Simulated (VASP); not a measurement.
# Lu (Pm-3m) in VASP: single point with PBE

Aim: the single point of Lu with PBE.

Everything below comes from runs of VASP 6.6.1. Logs are shortened: lines on timing, memory, paths and dates and some standing lists are left out, and cuts for length are marked.

### Step 1. The cell of the first run

The structure is cubic, space group Pm-3m (No. 221). The conventional cell has a = 3.211 Å, b = 3.211 Å, c = 3.211 Å, α = 90.00°, β = 90.00°, γ = 90.00°. Within 4.2 Å of Lu (site symmetry m-3m) lie 6 Lu at 3.21 Å.

### Step 2. Single point, PBE

INCAR reads:

```
ALGO = Normal
EDIFF = 1E-6
ENCUT = 520
GGA = PE
ISIF = 2
ISMEAR = -1
LASPH = True
LCHARG = False
LREAL = False
LWAVE = False
NBANDS = 18
NELM = 60
PREC = Accurate
SIGMA = 0.13605693000000002
```

KPOINTS reads:

```
k-points
0
Gamma
  10 10 10
```

POSCAR reads:

```
Lu
1.0
    3.2105769805      0.0000000000      0.0000000000
    0.0000000000      3.2105769805      0.0000000000
    0.0000000000      0.0000000000      3.2105769805
Lu
1
Direct
    0.0000000000      0.0000000000      0.0000000000
```

Potentials or basis: VASP PAW PBE potentials, release 64 (Lu).

Command:

```bash
cat potpaw_PBE.64/Lu/POTCAR > POTCAR
mpirun -np 1 vasp_std > vasp.out
```

OUTCAR:

```text
EDIFF = 1E-6
   ENCUT = 520
   GGA = PE
   ISIF = 2
   ISMEAR = -1
   LASPH = True
   LREAL = False
   NELM = 60
   PREC = Accurate

 ion  position               nearest neighbor table
   1  0.000  0.000  0.000-

  LATTYP: Found a simple cubic cell.
 ALAT       =     3.2105769805

  Lattice vectors:

 A1 = (   3.2105769805,   0.0000000000,   0.0000000000)
 A2 = (   0.0000000000,   3.2105769805,   0.0000000000)
 A3 = (   0.0000000000,   0.0000000000,   3.2105769805)

Analysis of symmetry for initial positions (statically):
=====================================================================
 Subroutine PRICEL returns:
 Original cell was already a primitive cell.

 Routine SETGRP: Setting up the symmetry group for a
 simple cubic supercell.

 Subroutine GETGRP returns: Found 48 space group operations
 (whereof 48 operations were pure point group operations)
 out of a pool of 48 trial point group operations.

The static configuration has the point symmetry O_h .

Analysis of symmetry for dynamics (positions and initial velocities):
=====================================================================
 Subroutine PRICEL returns:
 Original cell was already a primitive cell.

 Routine SETGRP: Setting up the symmetry group for a
 simple cubic supercell.

 Subroutine GETGRP returns: Found 48 space group operations
 (whereof 48 operations were pure point group operations)
 out of a pool of 48 trial point group operations.

The dynamic configuration has the point symmetry O_h .

 Subroutine INISYM returns: Found 48 space group operations
 (whereof 48 operations are pure point group operations),
 and found     1 'primitive' translations

----------------------------------------------------------------------------------------

                                     Primitive cell

  volume of cell :      33.0940

  direct lattice vectors                    reciprocal lattice vectors
     3.210576980  0.000000000  0.000000000     0.311470495  0.000000000  0.000000000
     0.000000000  3.210576980  0.000000000     0.000000000  0.311470495  0.000000000
     0.000000000  0.000000000  3.210576980     0.000000000  0.000000000  0.311470495

  length of vectors
     3.210576980  3.210576980  3.210576980     0.311470495  0.311470495  0.311470495

  position of ions in fractional coordinates (direct lattice)
     0.000000000  0.000000000  0.000000000

  ion indices of the primitive-cell ions
   primitive index   ion index
                 1           1

----------------------------------------------------------------------------------------

 KPOINTS: k-points

Automatic generation of k-mesh.
 Grid dimensions read from file:
 generate k-points for:   10   10   10

 Generating k-lattice:

  Cartesian coordinates                     Fractional coordinates (reciprocal lattice)
     0.031147049  0.000000000  0.000000000     0.100000000  0.000000000  0.000000000
     0.000000000  0.031147049  0.000000000     0.000000000  0.100000000  0.000000000
     0.000000000  0.000000000  0.031147049     0.000000000  0.000000000  0.100000000

  Length of vectors
     0.031147049  0.031147049  0.031147049

  Shift w.r.t. Gamma in fractional coordinates (k-lattice)
     0.000000000  0.000000000  0.000000000

 Subroutine IBZKPT returns following result:
 ===========================================

 Found     56 irreducible k-points:

 Following reciprocal coordinates:
            Coordinates               Weight
  0.000000  0.000000  0.000000      1.000000
  0.100000  0.000000  0.000000      6.000000
  0.200000  0.000000  0.000000      6.000000
  0.300000  0.000000  0.000000      6.000000
  0.400000  0.000000  0.000000      6.000000
  0.500000  0.000000  0.000000      3.000000
[... 16 lines left out ...]
  0.200000  0.100000  0.100000     24.000000
  0.300000  0.100000  0.100000     24.000000
 [... further k-points ...]
   k-points           NKPTS =     56   k-points in BZ     NKDIM =     56   number of bands    NBANDS=     18
   number of dos      NEDOS =    301   number of ions     NIONS =      1
   total plane-waves  NPLWV =  13824
   dimension x,y,z NGX =    24 NGY =   24 NGZ =   24
   dimension x,y,z NGXF=    48 NGYF=   48 NGZF=   48
   ions per type =               1
   NGX,Y,Z   is equivalent  to a cutoff of  12.43, 12.43, 12.43 a.u.
   NGXF,Y,Z  is equivalent  to a cutoff of  24.85, 24.85, 24.85 a.u.
 SYSTEM =  unknown system
   PREC   = accura    normal or accurate (medium, high low for compatibility)
   ISTART =      0    job   : 0-new  1-cont  2-samecut
   ICHARG =      2    charge: 1-file 2-atom 10-const
   ISPIN  =      1    spin polarized calculation?
   LNONCOLLINEAR =      F non collinear calculations
   LSORBIT =      F    spin-orbit coupling
   LASPH  =      T    aspherical Exc in radial PAW
   ENCUT  =  520.0 eV  38.22 Ry    6.18 a.u.   5.97  5.97  5.97*2*pi/ulx,y,z
   NELM   =     60;   NELMIN=  2; NELMDL= -5     # of ELM steps
   EDIFF  = 0.1E-05   stopping-criterion for ELM
   LREAL  =      F    real-space projection
   EDIFFG = 0.1E-04   stopping-criterion for IOM
   NSW    =      0    number of steps for IOM
   IBRION =     -1    ionic relax: 0-MD 1-quasi-New 2-CG
   NFREE  =      0    steps in history (QN), initial steepest desc. (CG)
   ISIF   =      2    stress and relaxation
   ISYM   =      2    0-nonsym 1-usesym 2-fastsym
   POTIM  = 0.5000    time-step for ionic-motion
   TEBEG  =    0.0;   TEEND  =   0.0 temperature during run
   PSTRESS=    0.0 pullay stress
   NELECT =      25.0000    total number of electrons
   NUPDOWN=      -1.0000    fix difference up-down
   EMIN   =  10.00;   EMAX   =-10.00  energy-range for DOS
   EFERMI =   0.00;   METHOD = LEGACY
   ISMEAR =    -1;   SIGMA  =   0.14  broadening in eV -4-tet -1-fermi 0-gaus
   EFERMI_NEDOS =   21; number of points for ismear=-14 and -15
   IALGO  =     38    algorithm
   IMIX   =      4    mixing-type and parameters
     AMIX     =   0.40;   BMIX     =  1.00
     AMIX_MAG =   1.60;   BMIX_MAG =  1.00
  volume/ion in A,a.u.               =      33.09       223.33
  Fermi-wavevector in a.u.,A,eV,Ry     =   1.490980  2.817543 30.246032  2.223021
  Thomas-Fermi vector in A             =   2.603693
   LORBIT       =      0    0 simple, 1 ext, 2 COOP (PROOUT), +10 PAW based schemes
   GGA     = PE    functional components
   LHFCALC =     F    Hartree Fock is set to
   AEXX    =    0.0000 exact exchange contribution
   IVDW    =     0    specifies the selected vdW correction
   LEPSILON=     F    determine dielectric tensor
   LRPA    =     F    only Hartree local field effects (RPA)
 non-spin polarized calculation
  energy-cutoff  :      520.00
  volume of cell :       33.09
 maximum number of plane-waves:       912
 NGX is ok and might be reduce to    24
   NGX = 11   NGY = 11   NGZ = 11

 number of electron      25.0000010 magnetization

 Free energy of the ion-electron system (eV)
  ---------------------------------------------------
  ext. energy  EPLUGINS =         0.00000000
  ---------------------------------------------------
  free energy    TOTEN  =        -3.72480657 eV

  energy without entropy =       -3.61004198  energy(sigma->0) =       -3.66742427

 E-fermi :   1.6840     XC(G=0): -10.0201

 val. band max:        1.6835069803   @ k =   0.5000   0.4000   0.4000
 cond. band min:       1.7498902327   @ k =   0.4000   0.4000   0.4000
 fundamental gap:      0.0663832523
 Fermi energy:         1.6840102412

 k-point     1 :       0.0000    0.0000    0.0000
  band No.  band energies     occupation
      1     -55.0118      2.00000
      2     -25.4257      2.00000
      3     -25.4257      2.00000
      4     -25.4257      2.00000
      5      -3.9185      2.00000
      6      -3.7226      2.00000
[... 10 lines left out ...]
     17       7.6778      0.00000
     18      12.1582      0.00000

 k-point     2 :       0.1000    0.0000    0.0000
  band No.  band energies     occupation
      1     -55.0093      2.00000
      2     -25.4774      2.00000
      3     -25.4214      2.00000
      4     -25.4214      2.00000
      5      -3.7303      2.00000
      6      -3.7260      2.00000
[... 10 lines left out ...]
     17       7.7047      0.00000
     18      11.1309      0.00000

 k-point     3 :       0.2000    0.0000    0.0000
  band No.  band energies     occupation
      1     -55.0029      2.00000
      2     -25.6103      2.00000
      3     -25.4101      2.00000
      4     -25.4101      2.00000
      5      -3.7345      2.00000
      6      -3.7283      2.00000
[... 10 lines left out ...]
     17       7.7764      0.00000
     18       9.6860      0.00000

 k-point     4 :       0.3000    0.0000    0.0000
  band No.  band energies     occupation
      1     -54.9949      2.00000
      2     -25.7704      2.00000
      3     -25.3961      2.00000
      4     -25.3961      2.00000
      5      -3.7527      2.00000
      6      -3.7448      2.00000
[... 10 lines left out ...]
     17       7.8672      0.00000
     18       8.9673      0.00000

 k-point     5 :       0.4000    0.0000    0.0000
  band No.  band energies     occupation
      1     -54.9885      2.00000
      2     -25.8966      2.00000
      3     -25.3848      2.00000
      4     -25.3848      2.00000
      5      -3.7709      2.00000
      6      -3.7528      2.00000
[... 10 lines left out ...]
     17       7.9424      0.00000
     18       9.2768      0.00000

 k-point     6 :       0.5000    0.0000    0.0000
  band No.  band energies     occupation
      1     -54.9860      2.00000
      2     -25.9440      2.00000
      3     -25.3805      2.00000
      4     -25.3805      2.00000
      5      -3.7774      2.00000
      6      -3.7558      2.00000
[... 10 lines left out ...]
     17       7.9716      0.00000
     18       9.7399      0.00000

 k-point     7 :       0.1000    0.1000    0.0000
  band No.  band energies     occupation
      1     -55.0069      2.00000
      2     -25.4753      2.00000
      3     -25.4704      2.00000
      4     -25.4171      2.00000
      5      -3.7247      2.00000
      6      -3.7219      2.00000
[... 10 lines left out ...]
     17       7.4233      0.00000
     18      11.4770      0.00000

 k-point     8 :       0.2000    0.1000    0.0000
  band No.  band energies     occupation
      1     -55.0005      2.00000
      2     -25.6054      2.00000
      3     -25.4609      2.00000
      4     -25.4059      2.00000
      5      -3.7325      2.00000
      6      -3.7256      2.00000
[... 10 lines left out ...]
     17       7.4240      0.00000
     18      10.1865      0.00000
[... 229 lines left out ...]
     17       5.7029      0.00000
     18       9.6331      0.00000

 k-point    20 :       0.5000    0.4000    0.0000
  band No.  band energies     occupation
      1     -54.9632      2.00000
      2     -25.8840      2.00000
      3     -25.8320      2.00000
      4     -25.3414      2.00000
      5      -3.7656      2.00000
      6      -3.7594      2.00000
[... 10 lines left out ...]
     17       5.7094      0.00000
     18       9.5085      0.00000

 k-point    21 :       0.5000    0.5000    0.0000
  band No.  band energies     occupation
      1     -54.9607      2.00000
      2     -25.8776      2.00000
      3     -25.8776      2.00000
      4     -25.3373      2.00000
      5      -3.7648      2.00000
      6      -3.7648      2.00000
[... 10 lines left out ...]
     17       5.5343      0.00000
     18       9.3934      0.00000

 k-point    22 :       0.1000    0.1000    0.1000
  band No.  band energies     occupation
      1     -55.0045      2.00000
      2     -25.4733      2.00000
      3     -25.4659      2.00000
      4     -25.4659      2.00000
      5      -3.7216      2.00000
      6      -3.7216      2.00000
[... 10 lines left out ...]
     17       6.9640      0.00000
     18      11.7456      0.00000

 k-point    23 :       0.2000    0.1000    0.1000
  band No.  band energies     occupation
      1     -54.9980      2.00000
      2     -25.6005      2.00000
      3     -25.4587      2.00000
      4     -25.4542      2.00000
      5      -3.7290      2.00000
      6      -3.7241      2.00000
[... 10 lines left out ...]
     17       7.0098      0.00000
     18      10.6748      0.00000

 k-point    24 :       0.3000    0.1000    0.1000
  band No.  band energies     occupation
      1     -54.9901      2.00000
      2     -25.7592      2.00000
      3     -25.4441      2.00000
      4     -25.4398      2.00000
      5      -3.7484      2.00000
      6      -3.7387      2.00000
[... 10 lines left out ...]
     17       7.1324      0.00000
     18       9.7149      0.00000

 [... further k-points ...]

------------------------ aborting loop because EDIFF is reached ----------------------------------------

  FORCE on cell =-STRESS in cart. coord.  units (eV):
  Direction    XX          YY          ZZ          XY          YZ          ZX
  --------------------------------------------------------------------------------------
  -------------------------------------------------------------------------------------
  Total        0.0133635      0.0133635      0.0133635      0.0000000     -0.0000000     -0.0000000
  in kB        0.6469668      0.6469668      0.6469668      0.0000000     -0.0000000     -0.0000000
  external PRESSURE =       0.6469668 kB  Pullay stress =       0.0000000 kB

 VOLUME and BASIS-vectors are now :
 -----------------------------------------------------------------------------
  energy-cutoff  :      520.00
  volume of cell :       33.09
      direct lattice vectors                 reciprocal lattice vectors
     3.210576980  0.000000000  0.000000000     0.311470495  0.000000000  0.000000000
     0.000000000  3.210576980  0.000000000     0.000000000  0.311470495  0.000000000
     0.000000000  0.000000000  3.210576980     0.000000000  0.000000000  0.311470495

 POSITION                                       TOTAL-FORCE (eV/Angst)
 -----------------------------------------------------------------------------------
      0.00000      0.00000      0.00000         0.000000      0.000000      0.000000
 -----------------------------------------------------------------------------------
    total drift:                                0.000000     -0.000000      0.000000

  FREE ENERGIE OF THE ION-ELECTRON SYSTEM (eV)
  ---------------------------------------------------
  free  energy   TOTEN  =        -3.7248065711 eV

  energy  without entropy=       -3.6100419770  energy(sigma->0) =       -3.66742427
```

Run time: 11 s. Hardware: 1 thread of Intel Xeon 6975P-C, shared host; peak memory 0.17 GiB.

Results:

* Free energy: -3.7248 eV
* Pressure: 0.1 GPa

Levels at points of the mesh, in eV from the Fermi level:
```csv
k point,band 11,band 12,band 13,band 14,band 15,band 16
"(0.00, 0.00, 0.00)",-5.38,-5.35,-0.36,-0.36,5.99,5.99
"(0.50, 0.00, 0.00)",-5.33,-2.67,-0.38,0.41,3.24,3.24
"(0.50, 0.50, 0.00)",-5.33,-1.69,-0.17,3.23,3.23,3.85
"(0.50, 0.50, 0.50)",-5.35,-0.35,-0.35,-0.35,6.14,7.45
```

Caveat: spin-orbit coupling is left out, which moves the levels of the heavy elements.
